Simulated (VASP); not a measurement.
# C (P6/mmm) in VASP: further runs, part 3 of 3

VASP 6.6.1. The steps go on from the part before.

**5. Single point, PBE+D3(BJ)**

This run uses another cell than the first one, of the same volume but with other edges.

Input file INCAR:

```
  ALGO = Normal
  EDIFF = 1E-6
  ENCUT = 520
  GGA = PE
  ISIF = 2
  ISMEAR = 0
  IVDW = 12
  LASPH = T
  LCHARG = T
  LELF = T
  LREAL = F
  LVHAR = T
  LWAVE = F
  NBANDS = 11
  NELM = 100
  PREC = Accurate
  SIGMA = 0.15
```

Input file KPOINTS:

```
k-points
0
Gamma
  30 30 18
```

Input file POSCAR:

```
C
1.0
    2.3876640635      0.0000000000      0.0000000000
   -1.1938320318      2.0677777347      0.0000000000
    0.0000000000      0.0000000000      3.8014574854
C
2
Direct
    0.3333333333      0.6666666667      0.0000000000
    0.6666666667      0.3333333333      0.0000000000
```

Potentials or basis: VASP PAW PBE potentials, release 64 (C).

Run with:

```sh
cat potpaw_PBE.64/C/POTCAR > POTCAR
mpirun -np 1 vasp_std > vasp.out
```

OUTCAR:

```text
EDIFF = 1E-6
   ENCUT = 520
   GGA = PE
   ISIF = 2
   ISMEAR = 0
   IVDW = 12
   LASPH = T
   LREAL = F
   NELM = 100
   PREC = Accurate
 IVDW          = 12

 ion  position               nearest neighbor table
   1  0.333  0.667  0.000-   2 1.38   2 1.38   2 1.38
   2  0.667  0.333  0.000-   1 1.38   1 1.38   1 1.38

  LATTYP: Found a hexagonal cell.
 ALAT       =     2.3876640635
 C/A-ratio  =     1.5921240946

  Lattice vectors:

 A1 = (   2.3876640635,   0.0000000000,   0.0000000000)
 A2 = (  -1.1938320318,   2.0677777347,   0.0000000000)
 A3 = (   0.0000000000,   0.0000000000,   3.8014574854)

Analysis of symmetry for initial positions (statically):
=====================================================================
 Subroutine PRICEL returns:
 Original cell was already a primitive cell.

 Routine SETGRP: Setting up the symmetry group for a
 hexagonal supercell.

 Subroutine GETGRP returns: Found 24 space group operations
 (whereof 24 operations were pure point group operations)
 out of a pool of 24 trial point group operations.

The static configuration has the point symmetry D_6h.

Analysis of symmetry for dynamics (positions and initial velocities):
=====================================================================
 Subroutine PRICEL returns:
 Original cell was already a primitive cell.

 Routine SETGRP: Setting up the symmetry group for a
 hexagonal supercell.

 Subroutine GETGRP returns: Found 24 space group operations
 (whereof 24 operations were pure point group operations)
 out of a pool of 24 trial point group operations.

The dynamic configuration has the point symmetry D_6h.

 Subroutine INISYM returns: Found 24 space group operations
 (whereof 24 operations are pure point group operations),
 and found     1 'primitive' translations

----------------------------------------------------------------------------------------

                                     Primitive cell

  volume of cell :      18.7684

  direct lattice vectors                    reciprocal lattice vectors
     2.387664063  0.000000000  0.000000000     0.418819387  0.241805486  0.000000000
    -1.193832032  2.067777735  0.000000000     0.000000000  0.483610972  0.000000000
     0.000000000  0.000000000  3.801457485     0.000000000  0.000000000  0.263057000

  length of vectors
     2.387664063  2.387664064  3.801457485     0.483610972  0.483610972  0.263057000

  position of ions in fractional coordinates (direct lattice)
     0.333333333  0.666666667  0.000000000
     0.666666667  0.333333333  0.000000000

  ion indices of the primitive-cell ions
   primitive index   ion index
                 1           1
                 2           2

----------------------------------------------------------------------------------------

 KPOINTS: k-points

Automatic generation of k-mesh.
 Grid dimensions read from file:
 generate k-points for:   30   30   18

 Generating k-lattice:

  Cartesian coordinates                     Fractional coordinates (reciprocal lattice)
     0.013960646  0.008060183  0.000000000     0.033333333 -0.000000000  0.000000000
     0.000000000  0.016120366  0.000000000     0.000000000  0.033333333  0.000000000
     0.000000000  0.000000000  0.014614278     0.000000000  0.000000000  0.055555556

  Length of vectors
     0.016120366  0.016120366  0.014614278

  Shift w.r.t. Gamma in fractional coordinates (k-lattice)
     0.000000000  0.000000000  0.000000000

 Subroutine IBZKPT returns following result:
 ===========================================

 Found    910 irreducible k-points:

 Following reciprocal coordinates:
            Coordinates               Weight
  0.000000  0.000000  0.000000      1.000000
  0.033333  0.000000  0.000000      6.000000
  0.066667  0.000000  0.000000      6.000000
  0.100000  0.000000  0.000000      6.000000
  0.133333  0.000000  0.000000      6.000000
  0.166667  0.000000  0.000000      6.000000
[... 16 lines left out ...]
  0.233333  0.033333  0.000000     12.000000
  0.266667  0.033333  0.000000     12.000000
 [... further k-points ...]
   k-points           NKPTS =    910   k-points in BZ     NKDIM =    910   number of bands    NBANDS=     11
   number of dos      NEDOS =    301   number of ions     NIONS =      2
   total plane-waves  NPLWV =   9072
   dimension x,y,z NGX =    18 NGY =   18 NGZ =   28
   dimension x,y,z NGXF=    36 NGYF=   36 NGZF=   56
   ions per type =               2
   NGX,Y,Z   is equivalent  to a cutoff of  12.53, 12.53, 12.25 a.u.
   NGXF,Y,Z  is equivalent  to a cutoff of  25.07, 25.07, 24.49 a.u.
 SYSTEM =  unknown system
   PREC   = accura    normal or accurate (medium, high low for compatibility)
   ISTART =      0    job   : 0-new  1-cont  2-samecut
   ICHARG =      2    charge: 1-file 2-atom 10-const
   ISPIN  =      1    spin polarized calculation?
   LNONCOLLINEAR =      F non collinear calculations
   LSORBIT =      F    spin-orbit coupling
   LASPH  =      T    aspherical Exc in radial PAW
   ENCUT  =  520.0 eV  38.22 Ry    6.18 a.u.   4.44  4.44  7.07*2*pi/ulx,y,z
   NELM   =    100;   NELMIN=  2; NELMDL= -5     # of ELM steps
   EDIFF  = 0.1E-05   stopping-criterion for ELM
   LREAL  =      F    real-space projection
   EDIFFG = 0.1E-04   stopping-criterion for IOM
   NSW    =      0    number of steps for IOM
   IBRION =     -1    ionic relax: 0-MD 1-quasi-New 2-CG
   NFREE  =      0    steps in history (QN), initial steepest desc. (CG)
   ISIF   =      2    stress and relaxation
   ISYM   =      2    0-nonsym 1-usesym 2-fastsym
   POTIM  = 0.5000    time-step for ionic-motion
   TEBEG  =    0.0;   TEEND  =   0.0 temperature during run
   PSTRESS=    0.0 pullay stress
   NELECT =       8.0000    total number of electrons
   NUPDOWN=      -1.0000    fix difference up-down
   EMIN   =  10.00;   EMAX   =-10.00  energy-range for DOS
   EFERMI =   0.00;   METHOD = LEGACY
   ISMEAR =     0;   SIGMA  =   0.15  broadening in eV -4-tet -1-fermi 0-gaus
   EFERMI_NEDOS =   21; number of points for ismear=-14 and -15
   IALGO  =     38    algorithm
   IMIX   =      4    mixing-type and parameters
     AMIX     =   0.40;   BMIX     =  1.00
     AMIX_MAG =   1.60;   BMIX_MAG =  1.00
  volume/ion in A,a.u.               =       9.38        63.33
  Fermi-wavevector in a.u.,A,eV,Ry     =   1.232052  2.328241 20.652997  1.517952
  Thomas-Fermi vector in A             =   2.366837
   LORBIT       =      0    0 simple, 1 ext, 2 COOP (PROOUT), +10 PAW based schemes
   GGA     = PE    functional components
   LHFCALC =     F    Hartree Fock is set to
   AEXX    =    0.0000 exact exchange contribution
   IVDW    =    12    specifies the selected vdW correction
   LEPSILON=     F    determine dielectric tensor
   LRPA    =     F    only Hartree local field effects (RPA)
 non-spin polarized calculation
 Gauss-broadening in eV      SIGMA  =   0.15
  energy-cutoff  :      520.00
  volume of cell :       18.77
 maximum number of plane-waves:       537
 NGX is ok and might be reduce to    18

 number of electron       8.0000003 magnetization

 Free energy of the ion-electron system (eV)
  ---------------------------------------------------
  ext. energy  EPLUGINS =         0.00000000
  ---------------------------------------------------
  free energy    TOTEN  =       -18.28758835 eV

  energy without entropy =      -18.28745823  energy(sigma->0) =      -18.28752329

 E-fermi :   4.2093     XC(G=0):  -9.6320

 val. band max:        4.1574635429   @ k =   0.3333   0.3333   0.2778
 cond. band min:       4.2572503810   @ k =   0.3333   0.3333   0.2222
 fundamental gap:      0.0997868381
 Fermi energy:         4.2092839022

 k-point     1 :       0.0000    0.0000    0.0000
  band No.  band energies     occupation
      1     -16.1451      2.00000
      2      -3.5857      2.00000
      3       1.2225      2.00000
      4       1.2225      2.00000
      5       7.3471      0.00000
      6      13.1650      0.00000
      7      13.1650      0.00000
      8      16.9320      0.00000
      9      18.9023      0.00000
     10      25.1471      0.00000
     11      27.8023      0.00000
[... 309 lines left out ...]
 k-point    24 :       0.2667    0.0333    0.0000
  band No.  band energies     occupation
      1     -14.1303      2.00000
      2      -4.3139      2.00000
      3      -1.4247      2.00000
      4      -1.2250      2.00000
      5       9.9461      0.00000
      6      11.3210      0.00000
      7      13.1201      0.00000
      8      19.6296      0.00000
      9      21.1736      0.00000
     10      23.6997      0.00000
     11      26.9042      0.00000

 [... further k-points ...]

------------------------ aborting loop because EDIFF is reached ----------------------------------------

 Edisp (eV)   -0.26363

 E8    (eV) :    -0.0736

  FORCE on cell =-STRESS in cart. coord.  units (eV):
  Direction    XX          YY          ZZ          XY          YZ          ZX
  --------------------------------------------------------------------------------------
  -------------------------------------------------------------------------------------
  Total       5.07728     5.07728    -0.17050    -0.00000    -0.00000     0.00000
  in kB     433.42513   433.42513   -14.55490    -0.00000    -0.00000     0.00000
  external pressure =      284.10 kB  Pullay stress =        0.00 kB

 VOLUME and BASIS-vectors are now :
 -----------------------------------------------------------------------------
  energy-cutoff  :      520.00
  volume of cell :       18.77
      direct lattice vectors                 reciprocal lattice vectors
     2.387664063  0.000000000  0.000000000     0.418819387  0.241805486  0.000000000
    -1.193832032  2.067777735  0.000000000     0.000000000  0.483610972  0.000000000
     0.000000000  0.000000000  3.801457485     0.000000000  0.000000000  0.263057000

 POSITION                                       TOTAL-FORCE (eV/Angst)
 -----------------------------------------------------------------------------------
     -0.00000      1.37852      0.00000         0.000000      0.000000      0.000000
      1.19383      0.68926      0.00000        -0.000000      0.000000      0.000000
 -----------------------------------------------------------------------------------
    total drift:                                0.000000     -0.000000      0.000000

  FREE ENERGIE OF THE ION-ELECTRON SYSTEM (eV)
  ---------------------------------------------------
  free  energy   TOTEN  =       -18.5512136383 eV

  energy  without entropy=      -18.5510835176  energy(sigma->0) =      -18.55114858
```

Wall time 54 s (1 thread of AMD EPYC 9R45 (Zen 5), shared host); peak memory 0.23 GiB.

Results:

```
Free energy                : -18.5512 eV
Pressure                   : 28.4 GPa
Band gap on the k mesh     : zero (bands 4 and 5 overlap by 0.58 eV)
Dispersion energy per atom : -0.132 eV
```

Stress tensor (GPa, compression positive):
```
43.34  0.00  0.00
 0.00 43.34  0.00
 0.00  0.00 -1.46
```

Caveat: the cell stands under pressure.

**6. Single point, PBE+D3(BJ)**

This run uses another cell than the first one, of the same volume but with other edges.

Input file INCAR:

```
SYSTEM = C
PREC = Accurate
ENCUT = 520
EDIFF = 1E-6
ISMEAR = 0
SIGMA = 0.15
LREAL = .FALSE.
LASPH = .TRUE.
NELM = 100
ALGO = Normal
ISIF = 2
LWAVE = .FALSE.
LCHARG = .FALSE.
GGA = PE
IVDW = 12
NBANDS = 11
```

Input file KPOINTS:

```
regular mesh
0
G
  30 30 18
  0 0 0
```

Input file POSCAR:

```
C
1.0
    2.4985058674      0.0000000000      0.0000000000
   -1.2492529337      2.1637695527      0.0000000000
    0.0000000000      0.0000000000      3.4716492148
C
2
Direct
    0.3333333333      0.6666666667      0.0000000000
    0.6666666667      0.3333333333      0.0000000000
```

Potentials or basis: VASP PAW PBE potentials, release 64 (C).

Run with:

```sh
cat potpaw_PBE.64/C/POTCAR > POTCAR
mpirun -np 1 vasp_std > vasp.out
```

It took 58 s on 1 thread of AMD EPYC 9R45 (Zen 5), shared host; peak memory 0.23 GiB.

The run converged. Its results:

```yaml
Free_energy: -18.6919 eV
Pressure: -10.1 GPa
Band_gap_on_the_k_mesh: zero (bands 4 and 5 overlap by 1.12 eV)
Dispersion_energy_per_atom: -0.149 eV
```

Stress tensor (GPa, compression positive):
```
-15.67   0.00   0.00
  0.00 -15.67   0.00
  0.00   0.00   1.08
```

Levels at points of the mesh, in eV from the Fermi level:
```tsv
k point	band 1	band 2	band 3	band 4	band 5	band 6	band 7	band 8
(0.00, 0.00, 0.00)	-19.33	-6.47	-3.07	-3.07	4.16	8.02	8.02	11.12
(0.50, 0.00, 0.00)	-14.23	-13.06	-6.33	-1.67	2.44	6.83	10.95	11.25
(0.00, 0.00, 0.50)	-19.09	-8.15	-3.04	-3.04	8.10	8.10	9.89	10.79
(0.50, 0.00, 0.50)	-14.06	-12.92	-6.29	-2.88	0.94	7.14	12.99	16.64
```

Caveat: the cell stands under tension.

**7. The runs side by side**

| cell | gap on the mesh (eV) | pressure (GPa) |
| --- | --- | --- |
| a = 2.602, b = 2.602, c = 3.201 Å, angles 90.0, 90.0, 120.0°, 2 atoms | none | -36.1 |
| a = 2.319, b = 2.319, c = 4.028 Å, angles 90.0, 90.0, 120.0°, 2 atoms | none | 55.8 |
| a = 2.534, b = 2.534, c = 3.375 Å, angles 90.0, 90.0, 120.0°, 2 atoms | none | -20.0 |
| a = 2.388, b = 2.388, c = 3.801 Å, angles 90.0, 90.0, 120.0°, 2 atoms | none | 28.4 |
| a = 2.499, b = 2.499, c = 3.472 Å, angles 90.0, 90.0, 120.0°, 2 atoms | none | -10.1 |

Alike in all rows: task single point; level PBE+D3(BJ); potentials or basis VASP PAW PBE potentials, release 64 (C); no spin polarisation; k mesh 30 × 30 × 18; cutoff (eV) 520; smearing gaussian 0.15 eV.

Caveats: the cell stands under tension (at least some runs); the cell stands under pressure (at least some runs).

Absolute energies hang on the potentials; compare differences alone.
